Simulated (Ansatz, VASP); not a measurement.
SiSeF2: VASP beside Ansatz

```
CELL_PARAMETERS angstrom
2.55022 -5.40989 0.00000
2.55022 5.40989 0.00000
0.00000 0.00000 2.80647
ATOMIC_POSITIONS crystal
Si 0.00000 0.00000 0.00000
Se 0.50000 0.50000 0.50000
F 0.87970 0.12030 0.50000
F 0.12030 0.87970 0.50000
```

Alike in both runs: functional PBE; k mesh 4 × 4 × 6; occupations gaussian, width 0.1 eV; no spin polarisation.

Ansatz relaxed the structure, and its values are those at the end. VASP's run is a single point on that final structure, the one shown.

|  | VASP | Ansatz |
| --- | --- | --- |
| version | VASP 6.6.1 | Ansatz 0.2.0 |
| potentials or method | VASP PAW PBE potentials, release 64 (Si, Se, F), cutoff 520 eV | scalar-relativistic, plane waves, PAW |
| valence electrons in the cell | 24 | 34 |

Ansatz gave:

```
gap on the k mesh at the Fermi level (eV) : none
pressure (GPa)                            : 0.2
rms of the force components (eV/Å)        : 0.001
```

Which values does VASP return?

gap on the k mesh at the Fermi level (eV): none; pressure (GPa): 0.3; rms of the force components (eV/Å): 0.031.

A gap of «none» marks a metal or a gap that the smearing closes. VASP's potentials hold 24 valence electrons a cell and Ansatz's 34, so a difference there can come from the potentials and not from the codes.

The k mesh is coarse, so the values compare programs but aren't converged.
